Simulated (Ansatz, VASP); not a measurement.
One calculation of P, two programs

The input POSCAR:

```
P
1.0
   -1.5561892397      2.3139518343      1.7845863704
    1.5561892397     -2.3139518343      1.7845863704
    1.5561892397      2.3139518343     -1.7845863704
P
2
Direct
    0.8033091100      0.0533091100      0.7500000000
    0.1966908900      0.9466908900      0.2500000000
```

INCAR.step1

```
SYSTEM = P
  ALGO = Normal
  EDIFF = 1E-4
  ENCUT = 520
  GGA = PE
  ISMEAR = 0
  LASPH = .TRUE.
  LCHARG = .FALSE.
  LREAL = .FALSE.
  LWAVE = .TRUE.
  NBANDS = 12
  NELM = 60
  PREC = Accurate
  SIGMA = 0.15
```

INCAR.step2

```
SYSTEM = P
  ALGO = Normal
  EDIFF = 1E-6
  ENCUT = 520
  ISIF = 2
  ISMEAR = 0
  ISTART = 1
  LASPH = .TRUE.
  LCHARG = .FALSE.
  LMIXTAU = .TRUE.
  LREAL = .FALSE.
  LWAVE = .FALSE.
  METAGGA = R2SCAN
  NBANDS = 12
  NELM = 60
  PREC = Accurate
  SIGMA = 0.15
```

File KPOINTS:

```
k-points
0
G
  18 18 18
  0 0 0
```

Input for Ansatz:

```yaml
crystal:
  lattice:
    - [-1.5561892397, 2.3139518343, 1.7845863704]
    - [1.5561892397, -2.3139518343, 1.7845863704]
    - [1.5561892397, 2.3139518343, -1.7845863704]
  atoms:
    - { symbol: P, position: [0.80330911, 0.05330911, 0.75] }
    - { symbol: P, position: [0.19669089, 0.94669089, 0.25] }
basis:
  ecutwfc: 500
kpoints:
  mp_grid: { grid: [18, 18, 18] }
hamiltonian:
  xc: r2scan
scf:
  occupations: { method: gaussian, width: 0.15 }
output:
  forces: true
  stress: true
  eigenvalues: true
```

Change from the starting cell: strain -0.080 along x and y, -0.040 along z, atoms carried along.

Alike in both runs: task single point; functional r2SCAN; k mesh 18 × 18 × 18; occupations gaussian, width 0.15 eV; no spin polarisation.

|  | VASP | Ansatz |
| --- | --- | --- |
| version | VASP 6.6.1 | Ansatz 0.2.0 |
| potentials or method | VASP PAW PBE potentials, release 64 (P), cutoff 520 eV | scalar-relativistic, plane waves, PAW |
| valence electrons in the cell | 10 | 10 |

Ansatz gave:

| Property | Result |
| --- | --- |
| gap on the k mesh at the Fermi level (eV) | none |
| pressure (GPa) | 34.3 |
| traceless stress, the component that is largest in VASP (GPa) | 9.78 |
| rms of the force components (eV/Å) | 1.144 |

**Question.** What did VASP give for the same quantities?

**Answer.** gap on the k mesh at the Fermi level (eV): none; pressure (GPa): 33.2; traceless stress, the component that is largest in VASP (GPa): 9.32; rms of the force components (eV/Å): 1.057.

VASP's potentials were made for PBE, not for r2SCAN. Atom by atom the forces differ by 0.087 eV/Å (rms over components). A gap of «none» marks a metal or a gap that the smearing closes. Both programs put the cell under a high pressure, so it lies far from rest at this level. With one functional, cell and mesh, what is left measures potentials, basis and numerics.
